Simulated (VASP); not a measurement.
Input of a VASP 6.6.1 run:

INCAR

```
ALGO = Normal ; EDIFF = 1E-6
ENCUT = 520 ; GGA = PE
ISIF = 2 ; ISMEAR = 0
LASPH = T ; LCHARG = F
LREAL = F ; LWAVE = F
NBANDS = 35 ; NELM = 80
PREC = Accurate ; SIGMA = 0.02
```

KPOINTS

```
k-points
0
Gamma
  6 6 8
```

POSCAR

```
SnO2
1.0
    4.6130822506      0.0000000000      0.0000000000
    0.0000000000      4.6130822506      0.0000000000
    0.0000000000      0.0000000000      3.1729244516
Sn O
2 4
Direct
    0.5000000000      0.5000000000      0.5000000000
    0.0000000000      0.0000000000      0.0000000000
    0.1947067631      0.8052932369      0.5000000000
    0.8052932369      0.1947067631      0.5000000000
    0.3052932369      0.3052932369      0.0000000000
    0.6947067631      0.6947067631      0.0000000000
```

Potentials or basis: VASP PAW PBE potentials, release 64 (Sn_d, O).

The run is started by

```bash
$ cat potpaw_PBE.64/Sn_d/POTCAR potpaw_PBE.64/O/POTCAR > POTCAR
$ mpirun -np 1 vasp_std > vasp.out
```

Q: Predict the pressure.

A: 25.8 GPa.

Q: Estimate the largest force.

A: 0.014 eV/Å.

Stress tensor (GPa, compression positive):
```
25.67  0.00  0.00
 0.00 25.67  0.00
 0.00  0.00 26.01
```

Caveat: the cell stands under pressure.
